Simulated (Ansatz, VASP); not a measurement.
## Ti: VASP beside Ansatz

The input POSCAR:

```
Ti
1.0
    0.0000000000     -3.2517897414      0.0000000000
   -3.2517897414      0.0000000000      0.0000000000
    0.0000000000      0.0000000000     -3.2517897414
Ti
2
Direct
    0.5000000000      0.5000000000      0.4923119261
    0.0000000000      0.0000000000      0.0076880739
```

Contents of INCAR.step1:

```
ALGO = Normal
EDIFF = 1E-4
ENCUT = 520
GGA = PE
ISMEAR = 0
LASPH = T
LCHARG = F
LREAL = F
LWAVE = T
NBANDS = 19
NELM = 80
PREC = Accurate
SIGMA = 0.15
```

The input INCAR.step2:

```
ALGO = Normal
EDIFF = 1E-6
ENCUT = 520
ISIF = 2
ISMEAR = 0
ISTART = 1
LASPH = T
LCHARG = F
LMIXTAU = T
LREAL = F
LWAVE = F
METAGGA = R2SCAN
NBANDS = 19
NELM = 80
PREC = Accurate
SIGMA = 0.15
```

File KPOINTS:

```
k-points
0
Gamma
  18 18 18
```

Input for Ansatz:

```yaml
crystal:
  lattice:
    - [0.0, -3.2517897414, 0.0]
    - [-3.2517897414, 0.0, 0.0]
    - [0.0, 0.0, -3.2517897414]
  atoms:
    - { symbol: Ti, position: [0.5, 0.5, 0.4923119261] }
    - { symbol: Ti, position: [0.0, 0.0, 0.0076880739] }
basis:
  ecutwfc: 500
kpoints:
  mp_grid: { grid: [18, 18, 18] }
hamiltonian:
  xc: r2scan
scf:
  occupations: { method: gaussian, width: 0.15 }
output:
  forces: true
  stress: true
  eigenvalues: true
```

Change from the starting cell: mode 4 (222.4 1/cm) frozen in, largest displacement +0.025 Å.

Alike in both runs: task single point; functional r2SCAN; k mesh 18 × 18 × 18; occupations gaussian, width 0.15 eV; no spin polarisation.

|  | VASP | Ansatz |
| --- | --- | --- |
| version | VASP 6.6.1 | Ansatz 0.2.0 |
| potentials or method | VASP PAW PBE potentials, release 64 (Ti_sv), cutoff 520 eV | scalar-relativistic, plane waves, PAW |
| valence electrons in the cell | 24 | 24 |

```csv
,VASP,Ansatz,Ansatz less VASP
gap on the k mesh at the Fermi level (eV),none,none,-
pressure (GPa),0.6,0.2,-0.38
rms of the force components (eV/Å),0.130,0.127,-0.0028
```

VASP's potentials were made for PBE, not for r2SCAN. Atom by atom the forces differ by 0.003 eV/Å (rms over components). A gap of «none» marks a metal or a gap that the smearing closes.
